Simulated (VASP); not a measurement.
Here is a VASP 6.6.1 calculation.

File INCAR:

```
SYSTEM = Na4CdIr
ALGO = Normal
EDIFF = 1E-7
EDIFFG = -0.04
ENCUT = 600
GGA = PE
IBRION = 2
ISIF = 3
ISMEAR = 0
LASPH = .TRUE.
LCHARG = .FALSE.
LREAL = .FALSE.
LWAVE = .FALSE.
NELM = 100
NSW = 90
PREC = Accurate
SIGMA = 0.1
```

File KPOINTS:

```
k-points
0
G
  4 4 4
  0 0 0
```

Contents of POSCAR:

```
Na4CdIr
1.0
    0.0000000000      3.8422917012      3.8422917012
    3.8422917012      0.0000000000      3.8422917012
    3.8422917012      3.8422917012      0.0000000000
Na Cd Ir
4 1 1
Direct
    0.3750000000      0.8750000000      0.3750000000
    0.3750000000      0.3750000000      0.8750000000
    0.3750000000      0.3750000000      0.3750000000
    0.8750000000      0.3750000000      0.3750000000
    0.7500000000      0.7500000000      0.7500000000
    0.0000000000      0.0000000000      0.0000000000
```

Potentials or basis: VASP PAW PBE potentials, release 64 (Na_pv, Cd, Ir).

The run is started by

```bash
$ cat potpaw_PBE.64/Na_pv/POTCAR potpaw_PBE.64/Cd/POTCAR potpaw_PBE.64/Ir/POTCAR > POTCAR
$ mpirun -np 1 vasp_std > vasp.out
```

**Question.** Estimate the band gap on the k mesh.

**Answer.** Zero (an odd number of electrons rules out a gap without spin polarisation).

**Question.** Predict the relaxed cell.

**Answer.** a = 5.668 Å, b = 5.668 Å, c = 5.668 Å, α = 60.00°, β = 60.00°, γ = 60.00°.

**Question.** What does it give for the space group after relaxing (to 0.1 Å)?

**Answer.** F-43m (No. 216).

The path:
```tsv
step	energy change (eV)	largest force (eV/Å)	pressure (GPa)	volume (Å³)
1	0.0000	0.2295	4.38	113.45
2	-0.1616	0.1099	1.50	122.14
3	-0.1906	0.0181	-0.33	130.20
4	-0.1922	0.0328	-0.05	128.77
```

Caveat: spin-orbit coupling is left out, which moves the levels of the heavy elements.
